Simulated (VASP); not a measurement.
Hg: single point with r2SCAN+rVV10

Crystal: Hg.

```
CELL_PARAMETERS angstrom
5.85456 0.00000 0.00000
0.00000 5.85456 0.00000
0.00000 0.00000 5.85456
ATOMIC_POSITIONS crystal
Hg 0.00000 0.00000 0.00000
Hg 0.50000 0.25000 0.00000
Hg 0.50000 0.75000 0.00000
Hg 0.00000 0.50000 0.25000
Hg 0.25000 0.00000 0.50000
Hg 0.75000 0.00000 0.50000
Hg 0.50000 0.50000 0.50000
Hg 0.00000 0.50000 0.75000
```

```yaml
Program: VASP 6.6.1
Task: single point
Functional: r2SCAN
Dispersion: rVV10
Potentials_or_basis: VASP PAW PBE potentials, release 64 (Hg)
Cutoff: 520 eV
k_mesh: 4 × 4 × 4
Occupations: fermi-dirac, width 0.02 eV
Spin: no spin polarisation
Dipole_correction: no
Further_INCAR_settings: ALGO = Normal; EDIFF = 1e-07; NBANDS = 58
```

```json
{"Pressure": "0.8 GPa", "Band gap on the k mesh": "zero (bands 48 and 49 overlap by 0.61 eV)"}
```

Levels at points of the mesh, in eV from the Fermi level:
| k point | band 45 | band 46 | band 47 | band 48 | band 49 | band 50 | band 51 | band 52 |
| --- | --- | --- | --- | --- | --- | --- | --- | --- |
| (0.00, 0.00, 0.00) | -2.00 | -2.00 | -2.00 | 0.28 | 1.89 | 1.89 | 1.97 | 1.97 |
| (0.50, 0.00, 0.00) | -1.91 | -1.91 | -0.64 | -0.64 | -0.33 | -0.33 | 2.49 | 2.49 |
| (0.50, 0.50, 0.00) | -1.82 | -0.85 | -0.85 | -0.14 | 0.16 | 0.95 | 0.95 | 2.14 |
| (0.50, 0.50, 0.50) | -4.19 | -4.19 | -3.92 | -3.92 | 5.19 | 5.19 | 5.19 | 5.19 |

It took 5 min on 1 thread of Intel(R) Xeon(R) 6975P-C (Granite Rapids) (shared host), peak memory 0.78 GiB.

Caveat: the PAW data sets were made with another functional, which shifts forces and pressure a little; spin-orbit coupling is left out, which moves the levels of the heavy elements.
